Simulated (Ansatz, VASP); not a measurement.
## One calculation of Rh, two programs

File INCAR:

```
  ALGO = Fast
  EDIFF = 1E-6
  ENCUT = 520
  GGA = PS
  ISIF = 2
  ISMEAR = 0
  LASPH = True
  LCHARG = False
  LREAL = False
  LWAVE = False
  NBANDS = 22
  NELM = 100
  PREC = Accurate
  SIGMA = 0.15
```

File KPOINTS:

```
k-points
0
Gamma
  24 24 14
```

Contents of POSCAR:

```
Rh
1.0
    2.7962855282      0.0000000000      0.0000000000
   -1.3981427641      2.4216543036      0.0000000000
    0.0000000000      0.0000000000      3.9826986242
Rh
2
Direct
    0.6666666667      0.3333333333      0.7500000000
    0.3333333333      0.6666666667      0.2500000000
```

Input for Ansatz:

```yaml
crystal:
  lattice:
    - [2.7962855282, 0.0, 0.0]
    - [-1.3981427641, 2.4216543036, 0.0]
    - [0.0, 0.0, 3.9826986242]
  atoms:
    - { symbol: Rh, position: [0.6666666667, 0.3333333333, 0.75] }
    - { symbol: Rh, position: [0.3333333333, 0.6666666667, 0.25] }
basis:
  ecutwfc: 420
kpoints:
  mp_grid: { grid: [24, 24, 14] }
hamiltonian:
  xc: pbesol
scf:
  occupations: { method: gaussian, width: 0.15 }
output:
  forces: true
  stress: true
  eigenvalues: true
```

Change from the starting cell: strain +0.040 along x and y, -0.080 along z, atoms carried along.

Alike in both runs: task single point; functional PBEsol; k mesh 24 × 24 × 14; occupations gaussian, width 0.15 eV; no spin polarisation.

|  | VASP | Ansatz |
| --- | --- | --- |
| version | VASP 6.6.1 | Ansatz 0.2.0 |
| potentials or method | VASP PAW PBE potentials, release 64 (Rh_pv), cutoff 520 eV | scalar-relativistic, plane waves, PAW |
| valence electrons in the cell | 30 | 34 |

```tsv
	VASP	Ansatz	Ansatz less VASP
gap on the k mesh at the Fermi level (eV)	none	none	-
pressure (GPa)	6.9	7.0	+0.13
traceless stress, the component that is largest in VASP (GPa)	21.73	21.75	+0.017
```

VASP's potentials were made for PBE, not for PBEsol. A gap of «none» marks a metal or a gap that the smearing closes. With one functional, cell and mesh, what is left measures potentials, basis and numerics. VASP's potentials hold 30 valence electrons a cell and Ansatz's 34, so a difference there can come from the potentials and not from the codes.
